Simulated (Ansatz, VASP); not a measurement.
# One calculation of TiAl3, two programs

File INCAR:

```
SYSTEM = TiAl3
PREC = Accurate ; ENCUT = 600
EDIFF = 1E-7 ; ISMEAR = 0
SIGMA = 0.1 ; LREAL = .FALSE.
LASPH = .TRUE. ; NELM = 60
ALGO = Normal ; ISIF = 3
LWAVE = .FALSE. ; LCHARG = .FALSE.
GGA = PE ; IBRION = 2
NSW = 90 ; EDIFFG = -0.04
```

File KPOINTS:

```
Automatic mesh
0
G
  6 6 4
  0 0 0
```

POSCAR

```
TiAl3
1.0
    3.7359286800      0.0000000000      0.0000000000
    0.0000000000      3.7359286800      0.0000000000
    0.0000000000      0.0000000000      4.7026464000
Ti Al
1 3
Direct
    0.5000000000      0.5000000000      0.9438219900
    0.5000000000      0.0000000000      0.3454438800
    0.0000000000      0.5000000000      0.3454438800
    0.5000000000      0.5000000000      0.4639863900
```

Input for Ansatz:

```yaml
crystal:
  lattice:
    - [3.73592868, 0.0, 0.0]
    - [0.0, 3.73592868, 0.0]
    - [0.0, 0.0, 4.7026464]
  atoms:
    - { symbol: Ti, position: [0.5, 0.5, 0.94382199] }
    - { symbol: Al, position: [0.5, 0.0, 0.34544388] }
    - { symbol: Al, position: [0.0, 0.5, 0.34544388] }
    - { symbol: Al, position: [0.5, 0.5, 0.46398639] }
basis:
  ecutwfc: 420
kpoints:
  mp_grid: { grid: [6, 6, 4] }
hamiltonian:
  xc: pbe
scf:
  occupations: { method: gaussian, width: 0.1 }
  lower_state_search: "off"
output:
  forces: true
  stress: true
  eigenvalues: true
relax:
  adjacent_minimum: "off"
  f_tol: 0.04
  max_steps: 70
  cell: { stress_tol: 0.4 }
```

Alike in both runs: task relaxation of cell and atoms; functional PBE; k mesh 6 × 6 × 4; occupations gaussian, width 0.1 eV; no spin polarisation.

|  | VASP | Ansatz |
| --- | --- | --- |
| version | VASP 6.6.1 | Ansatz 0.2.0 |
| potentials or method | VASP PAW PBE potentials, release 64 (Ti_sv, Al), cutoff 600 eV | scalar-relativistic, plane waves, PAW |
| valence electrons in the cell | 21 | 21 |

Ansatz gave:

- gap on the k mesh at the Fermi level, each at its own relaxed structure (eV): none
- relaxed volume (Å³/atom): 24.70
- relaxed cell length with the largest relative difference (Å): 3.931

Question: What did VASP give for the same quantities?

Answer: gap on the k mesh at the Fermi level, each at its own relaxed structure (eV): none; relaxed volume (Å³/atom): 24.64; relaxed cell length with the largest relative difference (Å): 3.922.

A gap of «none» marks a metal or a gap that the smearing closes.

Noted on VASP's run: the volume moved by over 15 % at a fixed basis, so the end points are rough.
